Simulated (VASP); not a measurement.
# PtH7N in VASP: further runs

The runs below take PtH7N through single point, with PBE.

Everything below comes from runs of VASP 6.6.1. Logs are shortened: lines on timing, memory, paths and dates and some standing lists are left out, and cuts for length are marked.

## (1) The cell of the first run

The cell holds a molecule in a box, 9 atoms: a = 12.280 Å, b = 13.110 Å, c = 11.130 Å, α = 90.00°, β = 90.00°, γ = 90.00°.

## (2) Single point, PBE

INCAR

```
SYSTEM = H7PtN
PREC = Accurate
ENCUT = 520
EDIFF = 1E-6
ISMEAR = 0
SIGMA = 0.01
LREAL = .FALSE.
LASPH = .TRUE.
NELM = 80
ALGO = Normal
ISIF = 2
LWAVE = .FALSE.
LCHARG = .FALSE.
GGA = PE
NBANDS = 21
```

KPOINTS

```
regular mesh
0
G
  1 1 1
  0 0 0
```

POSCAR

```
H7PtN
1.0
   12.2800000000      0.0000000000      0.0000000000
    0.0000000000     13.1100000000      0.0000000000
    0.0000000000      0.0000000000     11.1300000000
Pt H N
1 7 1
Direct
    0.4908615600      0.5462105300      0.5480790700
    0.6077443000      0.6103943600      0.5952641500
    0.6337597700      0.5510556800      0.5801239900
    0.4523973900      0.6565606400      0.5788661300
    0.3664495100      0.5327376000      0.5165408800
    0.4505366400      0.3432494300      0.5294905700
    0.5100879500      0.3779092300      0.4043126700
    0.5838509800      0.3489214300      0.5225956900
    0.5140871300      0.3842578200      0.4956163500
```

Potentials or basis: VASP PAW PBE potentials, release 64 (Pt, H, N).

Launch:

```sh
> cat potpaw_PBE.64/Pt/POTCAR potpaw_PBE.64/H/POTCAR potpaw_PBE.64/N/POTCAR > POTCAR
> mpirun -np 1 vasp_gam > vasp.out
```

OUTCAR:

```text
SYSTEM = H7PtN
   PREC = Accurate
   ENCUT = 520
   EDIFF = 1E-6
   ISMEAR = 0
   LREAL = .FALSE.
   LASPH = .TRUE.
   NELM = 80
   ISIF = 2
   GGA = PE

 ion  position               nearest neighbor table
   1  0.491  0.546  0.548-   4 1.56   5 1.58   2 1.74   3 1.79   9 2.22
   2  0.608  0.610  0.595-   3 0.86   1 1.74
   3  0.634  0.551  0.580-   2 0.86   1 1.79
   4  0.452  0.657  0.579-   1 1.56
   5  0.366  0.533  0.517-   1 1.58
   6  0.451  0.343  0.529-   9 1.02
   7  0.510  0.378  0.404-   9 1.02
   8  0.584  0.349  0.523-   9 1.02
   9  0.514  0.384  0.496-   8 1.02   6 1.02   7 1.02   1 2.22

  LATTYP: Found a simple orthorhombic cell.
 ALAT       =    11.1300000000
 B/A-ratio  =     1.1033243486
 C/A-ratio  =     1.1778975741

  Lattice vectors:

 A1 = (   0.0000000000,   0.0000000000,  11.1300000000)
 A2 = (  12.2800000000,   0.0000000000,   0.0000000000)
 A3 = (   0.0000000000,  13.1100000000,   0.0000000000)

Analysis of symmetry for initial positions (statically):
=====================================================================
 Subroutine PRICEL returns:
 Original cell was already a primitive cell.

 Routine SETGRP: Setting up the symmetry group for a
 simple orthorhombic supercell.

 Subroutine GETGRP returns: Found  1 space group operations
 (whereof  1 operations were pure point group operations)
 out of a pool of  8 trial point group operations.

The static configuration has the point symmetry C_1 .

Analysis of symmetry for dynamics (positions and initial velocities):
=====================================================================
 Subroutine PRICEL returns:
 Original cell was already a primitive cell.

 Routine SETGRP: Setting up the symmetry group for a
 simple orthorhombic supercell.

 Subroutine GETGRP returns: Found  1 space group operations
 (whereof  1 operations were pure point group operations)
 out of a pool of  8 trial point group operations.

The dynamic configuration has the point symmetry C_1 .

 Subroutine INISYM returns: Found  1 space group operations
 (whereof  1 operations are pure point group operations),
 and found     1 'primitive' translations

----------------------------------------------------------------------------------------

                                     Primitive cell

  volume of cell :    1791.8276
[... 84 lines left out ...]
   NFREE  =      0    steps in history (QN), initial steepest desc. (CG)
   ISIF   =      2    stress and relaxation
   ISYM   =      2    0-nonsym 1-usesym 2-fastsym
   POTIM  = 0.5000    time-step for ionic-motion
   TEBEG  =    0.0;   TEEND  =   0.0 temperature during run
   PSTRESS=    0.0 pullay stress
   NELECT =      22.0000    total number of electrons
   NUPDOWN=      -1.0000    fix difference up-down
   EMIN   =  10.00;   EMAX   =-10.00  energy-range for DOS
   EFERMI =   0.00;   METHOD = LEGACY
   ISMEAR =     0;   SIGMA  =   0.01  broadening in eV -4-tet -1-fermi 0-gaus
   EFERMI_NEDOS =   21; number of points for ismear=-14 and -15
   IALGO  =     38    algorithm
   IMIX   =      4    mixing-type and parameters
     AMIX     =   0.40;   BMIX     =  1.00
     AMIX_MAG =   1.60;   BMIX_MAG =  1.00
  volume/ion in A,a.u.               =     199.09      1343.54
  Fermi-wavevector in a.u.,A,eV,Ry     =   0.377674  0.713700  1.940702  0.142638
  Thomas-Fermi vector in A             =   1.310426
   LORBIT       =      0    0 simple, 1 ext, 2 COOP (PROOUT), +10 PAW based schemes
   GGA     = PE    functional components
   LHFCALC =     F    Hartree Fock is set to
   AEXX    =    0.0000 exact exchange contribution
   IVDW    =     0    specifies the selected vdW correction
   LEPSILON=     F    determine dielectric tensor
   LRPA    =     F    only Hartree local field effects (RPA)
 non-spin polarized calculation
 Gauss-broadening in eV      SIGMA  =   0.01
  energy-cutoff  :      520.00
  volume of cell :     1791.83
 maximum number of plane-waves:     24131
 NGX is ok and might be reduce to    90
   NGX = 45   NGY = 49   NGZ = 41

 number of electron      22.0000001 magnetization

 Free energy of the ion-electron system (eV)
  ---------------------------------------------------
  ext. energy  EPLUGINS =         0.00000000
  ---------------------------------------------------
  free energy    TOTEN  =       -38.47726704 eV

  energy without entropy =      -38.47726704  energy(sigma->0) =      -38.47726704

 E-fermi :  -4.6360     XC(G=0):  -0.8220

 val. band max:       -4.6918788569   @ k =   0.0000   0.0000   0.0000
 cond. band min:      -1.3336690677   @ k =   0.0000   0.0000   0.0000
 fundamental gap:      3.3582097892
 Fermi energy:        -4.6360272477

 k-point     1 :       0.0000    0.0000    0.0000
  band No.  band energies     occupation
      1     -22.7783      2.00000
      2     -12.8289      2.00000
      3     -12.7536      2.00000
      4     -12.5619      2.00000
      5     -10.0423      2.00000
      6      -7.4841      2.00000
[... 13 lines left out ...]
     20       1.0875      0.00000
     21       1.1693      0.00000

------------------------ aborting loop because EDIFF is reached ----------------------------------------

  FORCE on cell =-STRESS in cart. coord.  units (eV):
  Direction    XX          YY          ZZ          XY          YZ          ZX
  --------------------------------------------------------------------------------------
  -------------------------------------------------------------------------------------
  Total       -0.1412048     -0.3469134     -0.0260117     -0.1252516     -0.1116160     -0.0653325
  in kB       -0.1262594     -0.3101955     -0.0232586     -0.1119947     -0.0998024     -0.0584176
  external PRESSURE =      -0.1532378 kB  Pullay stress =       0.0000000 kB

 VOLUME and BASIS-vectors are now :
 -----------------------------------------------------------------------------
  energy-cutoff  :      520.00
  volume of cell :     1791.83
      direct lattice vectors                 reciprocal lattice vectors
    12.280000000  0.000000000  0.000000000     0.081433225  0.000000000  0.000000000
     0.000000000 13.110000000  0.000000000     0.000000000  0.076277651  0.000000000
     0.000000000  0.000000000 11.130000000     0.000000000  0.000000000  0.089847260

 POSITION                                       TOTAL-FORCE (eV/Angst)
 -----------------------------------------------------------------------------------
      6.02778      7.16082      6.10012         0.319827     -0.098224      0.031433
      7.46310      8.00227      6.62529        -0.137213      0.060112     -0.009029
      7.78257      7.22434      6.45678        -0.021118     -0.159479     -0.049134
      5.55544      8.60751      6.44278        -0.072378      0.085859      0.009645
      4.50000      6.98419      5.74910        -0.045131     -0.031935     -0.015206
      5.53259      4.50000      5.89323        -0.066720      0.013315      0.056204
      6.26388      4.95439      4.50000        -0.001132      0.068752     -0.074420
      7.16969      4.57436      5.81649         0.077150      0.045604      0.053479
      6.31299      5.03762      5.51621        -0.053286      0.015996     -0.002970
 -----------------------------------------------------------------------------------
    total drift:                                0.000166      0.000396      0.000259

  FREE ENERGIE OF THE ION-ELECTRON SYSTEM (eV)
  ---------------------------------------------------
  free  energy   TOTEN  =       -38.4772670362 eV

  energy  without entropy=      -38.4772670362  energy(sigma->0) =      -38.47726704
```

Run time: 1.7 min. Hardware: 1 thread of Intel Xeon Platinum 8488C (Sapphire Rapids), shared host; peak memory 1.3 GiB.

What came out:

```yaml
Free_energy: -38.4773 eV
Largest_force: 0.336 eV/Å
Gap_between_the_frontier_levels: 3.36 eV
```

Forces on the atoms (eV/Å):
```
Pt   0.320 -0.098  0.031
H   -0.137  0.060 -0.009
H   -0.021 -0.159 -0.049
H   -0.072  0.086  0.010
H   -0.045 -0.032 -0.015
H   -0.067  0.013  0.056
H   -0.001  0.069 -0.074
H    0.077  0.046  0.053
N   -0.053  0.016 -0.003
```

Levels at points of the mesh, in eV from the valence-band top:
| k point | band 9 | band 10 | band 11 | band 12 | band 13 | band 14 |
| --- | --- | --- | --- | --- | --- | --- |
| (0.00, 0.00, 0.00) | -0.71 | -0.46 | 0.00 | 3.36 | 4.43 | 4.70 |

Caveat: spin-orbit coupling is left out, which moves the levels of the heavy elements.

## (3) Single point, PBE, non-collinear spin, zero start, spin-orbit coupling

INCAR

```
SYSTEM = H7PtN
PREC     = Accurate       ! precision mode
ENCUT    = 520            ! plane-wave cutoff, eV
EDIFF    = 1E-6           ! SCF threshold, eV
ISMEAR   = 0              ! smearing method
SIGMA    = 0.01           ! smearing width, eV
LREAL    = .False.        ! projectors in reciprocal space
LASPH    = .True.         ! aspherical terms in the spheres
NELM     = 150            ! most SCF steps
ALGO     = Normal         ! electronic algorithm
ISIF     = 2              ! what is computed and relaxed
LWAVE    = .False.        ! write WAVECAR
LCHARG   = .False.        ! write CHGCAR
LNONCOLLINEAR= .True.         ! non-collinear magnetism
MAGMOM   = 0 0 0 0 0 0 0 0 0 0 0 0 0 0 0 0 0 0 0 0 0 0 0 0 0 0 0 ! initial moments
LORBIT   = 11             ! projections on sites
LSORBIT  = .True.         ! spin-orbit coupling
GGA_COMPAT= .False.      
LORBMOM  = .True.       
LMAXMIX  = 4              ! l up to which the mixer works
GGA      = PE             ! functional
NBANDS   = 41             ! bands
```

KPOINTS

```
Automatic mesh
0
Gamma
  1 1 1
  0 0 0
```

POSCAR is that of step 2.

Potentials or basis: VASP PAW PBE potentials, release 64 (Pt, H, N).

Launch:

```sh
> cat potpaw_PBE.64/Pt/POTCAR potpaw_PBE.64/H/POTCAR potpaw_PBE.64/N/POTCAR > POTCAR
> mpirun -np 1 vasp_ncl > vasp.out
```

Wall time 12 min (1 thread of Intel Xeon Platinum 8488C (Sapphire Rapids), shared host); peak memory 4.2 GiB.

Results (log left out):

```yaml
Free_energy: -38.7680 eV
Largest_force: 0.403 eV/Å
Net_moment: 0.00 μB per cell
Valence_electrons_inside_the_program's_atomic_spheres: Pt 9.60; H 0.58, 0.59, 0.57, 0.72 (each value once); N 3.96
```

Forces on the atoms (eV/Å):
```
Pt   0.375 -0.146  0.028
H   -0.152  0.070 -0.009
H   -0.039 -0.170 -0.056
H   -0.077  0.106  0.015
H   -0.052 -0.034 -0.017
H   -0.070  0.013  0.059
H   -0.001  0.071 -0.078
H    0.079  0.049  0.056
N   -0.062  0.040  0.002
```

Moments on the atoms (μB; x, y, z):
```
Pt  0.00 0.00 0.00
H   0.00 0.00 0.00
H   0.00 0.00 0.00
H   0.00 0.00 0.00
H   0.00 0.00 0.00
H   0.00 0.00 0.00
H   0.00 0.00 0.00
H   0.00 0.00 0.00
N   0.00 0.00 0.00
```
